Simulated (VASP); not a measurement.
# Au2Br (P6/mmm) in VASP: further runs

Au2Br is run at these levels: PBE; tasks: single point, relaxation of cell and atoms.

All numbers are computed with VASP 6.6.1; they aren't measurements. Logs are shortened: lines on timing, memory, paths and dates and some standing lists are left out, and cuts for length are marked.

## Step 1: The cell of the first run

The structure is hexagonal, space group P6/mmm (No. 191). Conventional cell: a = 4.687 Å, b = 4.687 Å, c = 3.621 Å, α = 90.00°, β = 90.00°, γ = 120.00°. Within 3.6 Å of Au (site symmetry -6m2) lie 3 Au at 2.71 Å and 6 Br at 3.26 Å. Br (site symmetry 6/mmm) has 12 Au at 3.26 Å and 2 Br at 3.62 Å within 4.3 Å.

## Step 2: Single point, PBE

Contents of INCAR:

```
PREC = Accurate
ENCUT = 520
EDIFF = 1E-6
ISMEAR = 0
SIGMA = 0.1
LREAL = F
LASPH = T
NELM = 80
ALGO = Normal
ISIF = 2
LWAVE = F
LCHARG = F
GGA = PE
NBANDS = 22
```

Contents of KPOINTS:

```
Automatic mesh
0
Gamma
  6 6 6
```

Contents of POSCAR:

```
Au2Br
1.0
    4.6872178033      0.0000000000      0.0000000000
   -2.3436089016      4.0592496907      0.0000000000
    0.0000000000      0.0000000000      3.6207933667
Au Br
2 1
Direct
    0.3333333333      0.6666666667      0.5000000000
    0.6666666667      0.3333333333      0.5000000000
    0.0000000000      0.0000000000      0.0000000000
```

Potentials or basis: VASP PAW PBE potentials, release 64 (Au, Br).

The run is started by

```
$ cat potpaw_PBE.64/Au/POTCAR potpaw_PBE.64/Br/POTCAR > POTCAR
$ mpirun -np 1 vasp_std > vasp.out
```

OUTCAR:

```text
PREC = Accurate
   ENCUT = 520
   EDIFF = 1E-6
   ISMEAR = 0
   LREAL = F
   LASPH = T
   NELM = 80
   ISIF = 2
   GGA = PE

 ion  position               nearest neighbor table
   1  0.333  0.667  0.500-   2 2.71   2 2.71   2 2.71
   2  0.667  0.333  0.500-   1 2.71   1 2.71   1 2.71
   3  0.000  0.000  0.000-

  LATTYP: Found a hexagonal cell.
 ALAT       =     4.6872178033
 C/A-ratio  =     0.7724824232

  Lattice vectors:

 A1 = (   4.6872178033,   0.0000000000,   0.0000000000)
 A2 = (  -2.3436089016,   4.0592496907,   0.0000000000)
 A3 = (   0.0000000000,   0.0000000000,   3.6207933667)

Analysis of symmetry for initial positions (statically):
=====================================================================
 Subroutine PRICEL returns:
 Original cell was already a primitive cell.

 Routine SETGRP: Setting up the symmetry group for a
 hexagonal supercell.

 Subroutine GETGRP returns: Found 24 space group operations
 (whereof 24 operations were pure point group operations)
 out of a pool of 24 trial point group operations.

The static configuration has the point symmetry D_6h.

Analysis of symmetry for dynamics (positions and initial velocities):
=====================================================================
 Subroutine PRICEL returns:
 Original cell was already a primitive cell.

 Routine SETGRP: Setting up the symmetry group for a
 hexagonal supercell.

 Subroutine GETGRP returns: Found 24 space group operations
 (whereof 24 operations were pure point group operations)
 out of a pool of 24 trial point group operations.

The dynamic configuration has the point symmetry D_6h.

 Subroutine INISYM returns: Found 24 space group operations
 (whereof 24 operations are pure point group operations),
 and found     1 'primitive' translations

----------------------------------------------------------------------------------------

                                     Primitive cell

  volume of cell :      68.8913

  direct lattice vectors                    reciprocal lattice vectors
     4.687217803  0.000000000  0.000000000     0.213346177  0.123175473  0.000000000
    -2.343608902  4.059249691  0.000000000     0.000000000  0.246350946  0.000000000
     0.000000000  0.000000000  3.620793367     0.000000000  0.000000000  0.276182565

  length of vectors
     4.687217803  4.687217803  3.620793367     0.246350946  0.246350946  0.276182565

  position of ions in fractional coordinates (direct lattice)
     0.333333333  0.666666667  0.500000000
     0.666666667  0.333333333  0.500000000
     0.000000000  0.000000000  0.000000000

  ion indices of the primitive-cell ions
   primitive index   ion index
                 1           1
                 2           2
                 3           3

----------------------------------------------------------------------------------------

 KPOINTS: Automatic mesh

Automatic generation of k-mesh.
 Grid dimensions read from file:
 generate k-points for:    6    6    6

 Generating k-lattice:

  Cartesian coordinates                     Fractional coordinates (reciprocal lattice)
     0.035557696  0.020529245  0.000000000     0.166666667 -0.000000000  0.000000000
     0.000000000  0.041058491  0.000000000     0.000000000  0.166666667  0.000000000
     0.000000000  0.000000000  0.046030428     0.000000000  0.000000000  0.166666667

  Length of vectors
     0.041058491  0.041058491  0.046030428

  Shift w.r.t. Gamma in fractional coordinates (k-lattice)
     0.000000000  0.000000000  0.000000000

 Subroutine IBZKPT returns following result:
 ===========================================

 Found     28 irreducible k-points:

 Following reciprocal coordinates:
            Coordinates               Weight
  0.000000  0.000000  0.000000      1.000000
  0.166667  0.000000  0.000000      6.000000
  0.333333  0.000000  0.000000      6.000000
  0.500000  0.000000  0.000000      3.000000
  0.166667  0.166667  0.000000      6.000000
  0.333333  0.166667  0.000000     12.000000
[... 16 lines left out ...]
  0.166667  0.000000  0.500000      6.000000
  0.333333  0.000000  0.500000      6.000000
 [... further k-points ...]
   k-points           NKPTS =     28   k-points in BZ     NKDIM =     28   number of bands    NBANDS=     22
   number of dos      NEDOS =    301   number of ions     NIONS =      3
   total plane-waves  NPLWV =  36288
   dimension x,y,z NGX =    36 NGY =   36 NGZ =   28
   dimension x,y,z NGXF=    72 NGYF=   72 NGZF=   56
   ions per type =               2   1
   NGX,Y,Z   is equivalent  to a cutoff of  12.77, 12.77, 12.86 a.u.
   NGXF,Y,Z  is equivalent  to a cutoff of  25.54, 25.54, 25.71 a.u.
 SYSTEM =  unknown system
   PREC   = accura    normal or accurate (medium, high low for compatibility)
   ISTART =      0    job   : 0-new  1-cont  2-samecut
   ICHARG =      2    charge: 1-file 2-atom 10-const
   ISPIN  =      1    spin polarized calculation?
   LNONCOLLINEAR =      F non collinear calculations
   LSORBIT =      F    spin-orbit coupling
   LASPH  =      T    aspherical Exc in radial PAW
   ENCUT  =  520.0 eV  38.22 Ry    6.18 a.u.   8.72  8.72  6.73*2*pi/ulx,y,z
   NELM   =     80;   NELMIN=  2; NELMDL= -5     # of ELM steps
   EDIFF  = 0.1E-05   stopping-criterion for ELM
   LREAL  =      F    real-space projection
   EDIFFG = 0.1E-04   stopping-criterion for IOM
   NSW    =      0    number of steps for IOM
   IBRION =     -1    ionic relax: 0-MD 1-quasi-New 2-CG
   NFREE  =      0    steps in history (QN), initial steepest desc. (CG)
   ISIF   =      2    stress and relaxation
   ISYM   =      2    0-nonsym 1-usesym 2-fastsym
   POTIM  = 0.5000    time-step for ionic-motion
   TEBEG  =    0.0;   TEEND  =   0.0 temperature during run
   PSTRESS=    0.0 pullay stress
   NELECT =      29.0000    total number of electrons
   NUPDOWN=      -1.0000    fix difference up-down
   EMIN   =  10.00;   EMAX   =-10.00  energy-range for DOS
   EFERMI =   0.00;   METHOD = LEGACY
   ISMEAR =     0;   SIGMA  =   0.10  broadening in eV -4-tet -1-fermi 0-gaus
   EFERMI_NEDOS =   21; number of points for ismear=-14 and -15
   IALGO  =     38    algorithm
   IMIX   =      4    mixing-type and parameters
     AMIX     =   0.40;   BMIX     =  1.00
     AMIX_MAG =   1.60;   BMIX_MAG =  1.00
  volume/ion in A,a.u.               =      22.96       154.97
  Fermi-wavevector in a.u.,A,eV,Ry     =   1.226929  2.318559 20.481581  1.505354
  Thomas-Fermi vector in A             =   2.361911
   LORBIT       =      0    0 simple, 1 ext, 2 COOP (PROOUT), +10 PAW based schemes
   GGA     = PE    functional components
   LHFCALC =     F    Hartree Fock is set to
   AEXX    =    0.0000 exact exchange contribution
   IVDW    =     0    specifies the selected vdW correction
   LEPSILON=     F    determine dielectric tensor
   LRPA    =     F    only Hartree local field effects (RPA)
 non-spin polarized calculation
 Gauss-broadening in eV      SIGMA  =   0.10
  energy-cutoff  :      520.00
  volume of cell :       68.89
 maximum number of plane-waves:      1870
 NGX is ok and might be reduce to    36
   NGX = 17   NGY = 17   NGZ = 13

 number of electron      28.9999999 magnetization

 Free energy of the ion-electron system (eV)
  ---------------------------------------------------
  ext. energy  EPLUGINS =         0.00000000
  ---------------------------------------------------
  free energy    TOTEN  =        -6.73691445 eV

  energy without entropy =       -6.73378337  energy(sigma->0) =       -6.73534891

 E-fermi :   4.8232     XC(G=0): -10.5555

 val. band max:        4.6715694962   @ k =   0.3333   0.1667   0.0000
 cond. band min:       4.8457238218   @ k =   0.3333   0.0000   0.5000
 fundamental gap:      0.1741543256
 Fermi energy:         4.8232121681

 k-point     1 :       0.0000    0.0000    0.0000
  band No.  band energies     occupation
      1     -10.4564      2.00000
      2      -0.2236      2.00000
      3       0.2492      2.00000
      4       0.2492      2.00000
      5       1.0539      2.00000
      6       1.0606      2.00000
[... 14 lines left out ...]
     21      17.3180      0.00000
     22      17.3181      0.00000

 k-point     2 :       0.1667    0.0000    0.0000
  band No.  band energies     occupation
      1     -10.4212      2.00000
      2      -0.8525      2.00000
      3       0.2346      2.00000
      4       0.5799      2.00000
      5       0.8762      2.00000
      6       1.1262      2.00000
[... 14 lines left out ...]
     21      15.9980      0.00000
     22      16.3825      0.00000

 k-point     3 :       0.3333    0.0000    0.0000
  band No.  band energies     occupation
      1     -10.3511      2.00000
      2      -1.2483      2.00000
      3       0.1853      2.00000
      4       0.3393      2.00000
      5       0.8105      2.00000
      6       1.2164      2.00000
[... 14 lines left out ...]
     21      15.3604      0.00000
     22      16.0984      0.00000

 k-point     4 :       0.5000    0.0000    0.0000
  band No.  band energies     occupation
      1     -10.3161      2.00000
      2      -1.2889      2.00000
      3      -0.0073      2.00000
      4       0.1542      2.00000
      5       0.9110      2.00000
      6       1.0840      2.00000
[... 14 lines left out ...]
     21      14.9749      0.00000
     22      16.7952      0.00000

 k-point     5 :       0.1667    0.1667    0.0000
  band No.  band energies     occupation
      1     -10.3689      2.00000
      2      -1.1670      2.00000
      3       0.3276      2.00000
      4       0.4993      2.00000
      5       0.7774      2.00000
      6       0.9149      2.00000
[... 417 lines left out ...]
 k-point    22 :       0.0000    0.0000    0.5000
  band No.  band energies     occupation
      1     -10.0451      2.00000
      2      -1.8912      2.00000
      3       0.9144      2.00000
      4       0.9144      2.00000
      5       1.1365      2.00000
      6       1.1365      2.00000
[... 14 lines left out ...]
     21      13.2618      0.00000
     22      13.2618      0.00000

 k-point    23 :       0.1667    0.0000    0.5000
  band No.  band energies     occupation
      1     -10.0355      2.00000
      2      -1.6061      2.00000
      3       0.4240      2.00000
      4       0.5164      2.00000
      5       0.5762      2.00000
      6       0.7791      2.00000
[... 14 lines left out ...]
     21      14.9500      0.00000
     22      14.9741      0.00000

 k-point    24 :       0.3333    0.0000    0.5000
  band No.  band energies     occupation
      1     -10.0163      2.00000
      2      -0.8710      2.00000
      3      -0.0076      2.00000
      4       0.0306      2.00000
      5       0.3960      2.00000
      6       0.4847      2.00000
[... 14 lines left out ...]
     21      15.8361      0.00000
     22      17.3523      0.00000

 [... further k-points ...]

------------------------ aborting loop because EDIFF is reached ----------------------------------------

  FORCE on cell =-STRESS in cart. coord.  units (eV):
  Direction    XX          YY          ZZ          XY          YZ          ZX
  --------------------------------------------------------------------------------------
  -------------------------------------------------------------------------------------
  Total       -0.1362308     -0.1362308     -0.1468184     -0.0000000     -0.0000000     -0.0000000
  in kB       -3.1682632     -3.1682632     -3.4144949     -0.0000000     -0.0000000     -0.0000000
  external PRESSURE =      -3.2503404 kB  Pullay stress =       0.0000000 kB

 VOLUME and BASIS-vectors are now :
 -----------------------------------------------------------------------------
  energy-cutoff  :      520.00
  volume of cell :       68.89
      direct lattice vectors                 reciprocal lattice vectors
     4.687217803  0.000000000  0.000000000     0.213346177  0.123175473  0.000000000
    -2.343608902  4.059249691  0.000000000     0.000000000  0.246350946  0.000000000
     0.000000000  0.000000000  3.620793367     0.000000000  0.000000000  0.276182565

 POSITION                                       TOTAL-FORCE (eV/Angst)
 -----------------------------------------------------------------------------------
     -0.00000      2.70617      1.81040        -0.000000     -0.000000     -0.000000
      2.34361      1.35308      1.81040         0.000000      0.000000      0.000000
      0.00000      0.00000      0.00000         0.000000      0.000000      0.000000
 -----------------------------------------------------------------------------------
    total drift:                                0.000000     -0.000000     -0.000000

  FREE ENERGIE OF THE ION-ELECTRON SYSTEM (eV)
  ---------------------------------------------------
  free  energy   TOTEN  =        -6.7369144521 eV

  energy  without entropy=       -6.7337833697  energy(sigma->0) =       -6.73534891
```

It took 47 s on 1 thread of Oxide Virtual Turin-like, shared host; peak memory 0.16 GiB.

What came out:

- Free energy: -6.7369 eV
- Pressure: -0.3 GPa

Levels at points of the mesh, in eV from the Fermi level:
| k point | band 11 | band 12 | band 13 | band 14 | band 15 | band 16 | band 17 | band 18 | band 19 | band 20 |
| --- | --- | --- | --- | --- | --- | --- | --- | --- | --- | --- |
| (0.00, 0.00, 0.00) | -2.17 | -2.17 | -2.00 | -1.27 | -1.27 | 4.22 | 4.22 | 5.05 | 7.62 | 8.85 |
| (0.50, 0.00, 0.00) | -1.95 | -1.94 | -1.73 | -1.05 | -0.89 | 1.47 | 5.79 | 6.88 | 8.18 | 9.30 |
| (0.00, 0.00, 0.50) | -2.69 | -1.71 | -0.97 | -0.97 | 0.13 | 1.37 | 6.92 | 6.92 | 7.12 | 7.47 |
| (0.50, 0.00, 0.50) | -1.88 | -1.82 | -1.73 | -1.29 | -0.44 | 2.21 | 3.33 | 3.89 | 5.46 | 10.86 |

Caveat: spin-orbit coupling is left out, which moves the levels of the heavy elements; an odd number of electrons without spin polarisation forces a metal; a magnetic or distorted state may lie lower.

## Step 3: Relaxation of cell and atoms, PBE

This run uses another cell than the first one, of 20.78 Å³/atom, 0.905 times its volume.

Contents of INCAR:

```
ALGO = Normal
EDIFF = 1E-6
EDIFFG = -0.04
ENCUT = 600
GGA = PE
IBRION = 2
ISIF = 3
ISMEAR = 0
LASPH = True
LCHARG = False
LREAL = False
LWAVE = False
NELM = 80
NSW = 90
PREC = Accurate
SIGMA = 0.1
```

Contents of KPOINTS:

```
k-points
0
Gamma
  6 6 4
```

Contents of POSCAR:

```
Au2Br
1.0
    4.0548060573      0.0000000000      0.0000000000
   -2.0274030286      3.5115650530      0.0000000000
    0.0000000000      0.0000000000      4.3781128525
Au Br
2 1
Direct
    0.3333333333      0.6666666667      0.5000000000
    0.6666666667      0.3333333333      0.5000000000
    0.0000000000      0.0000000000      0.0000000000
```

Potentials or basis: VASP PAW PBE potentials, release 64 (Au, Br).

The run is started by

```
$ cat potpaw_PBE.64/Au/POTCAR potpaw_PBE.64/Br/POTCAR > POTCAR
$ mpirun -np 1 vasp_std > vasp.out
```

It took 4.4 min on 1 thread of Oxide Virtual Turin-like, shared host; peak memory 0.18 GiB.

The run converged. Its results:

```yaml
Free_energy: -6.7481 eV
Relaxed_volume: 23.16 Å³/atom
Relaxed_cell: a = 4.651 Å, b = 4.651 Å, c = 3.709 Å, α = 90.00°, β = 90.00°, γ = 120.00°
Space_group_after_relaxing_to_0.05_Å: P6/mmm (No. 191)
Energy_gained_by_relaxing: 634.0 meV/atom
Ionic_steps: 12
Pressure_after_relaxing: 0.0 GPa
```

Step by step:
```tsv
step	energy change (eV)	largest force (eV/Å)	pressure (GPa)	volume (Å³)
1	0.0000	0.0000	31.75	62.34
2	-0.6521	0.0000	-7.62	105.74
3	-1.7144	0.0000	-1.89	80.58
4	-1.7169	0.0000	-1.51	80.02
5	-1.7176	0.0000	-1.16	79.55
6	-1.7690	0.0000	-1.07	77.83
7	-1.8642	0.0000	-0.59	73.48
8	-1.8449	0.0000	2.99	64.29
9	-1.8998	0.0000	0.33	69.72
10	-1.9008	0.0000	0.56	69.01
11	-1.8989	0.0000	-0.90	70.21
12	-1.9019	0.0000	-0.01	69.47
```

Final structure:
```cif
data_structure
_symmetry_space_group_name_H-M 'P 1'
_symmetry_Int_Tables_number 1
_cell_length_a 4.6506
_cell_length_b 4.6506
_cell_length_c 3.7089
_cell_angle_alpha 90.000
_cell_angle_beta 90.000
_cell_angle_gamma 120.000
_cell_volume 69.47
loop_
_atom_site_label
_atom_site_type_symbol
_atom_site_fract_x
_atom_site_fract_y
_atom_site_fract_z
_atom_site_occupancy
Au1 Au 0.33333 0.66667 0.50000 1
Au2 Au 0.66667 0.33333 0.50000 1
Br1 Br 0.00000 0.00000 0.00000 1
```

Levels at points of the mesh, in eV from the Fermi level:
| k point | band 12 | band 13 | band 14 | band 15 | band 16 | band 17 | band 18 |
| --- | --- | --- | --- | --- | --- | --- | --- |
| (0.00, 0.00, 0.00) | -2.08 | -2.08 | -1.24 | -1.24 | 4.50 | 4.50 | 5.41 |
| (0.50, 0.00, 0.00) | -1.80 | -1.57 | -1.09 | -0.80 | 1.55 | 5.83 | 7.86 |
| (0.00, 0.00, 0.50) | -1.65 | -0.89 | -0.89 | 0.15 | 1.53 | 7.05 | 7.05 |
| (0.50, 0.00, 0.50) | -1.75 | -1.71 | -1.25 | -0.39 | 2.24 | 3.41 | 4.05 |

Caveat: spin-orbit coupling is left out, which moves the levels of the heavy elements; an odd number of electrons without spin polarisation forces a metal; a magnetic or distorted state may lie lower.
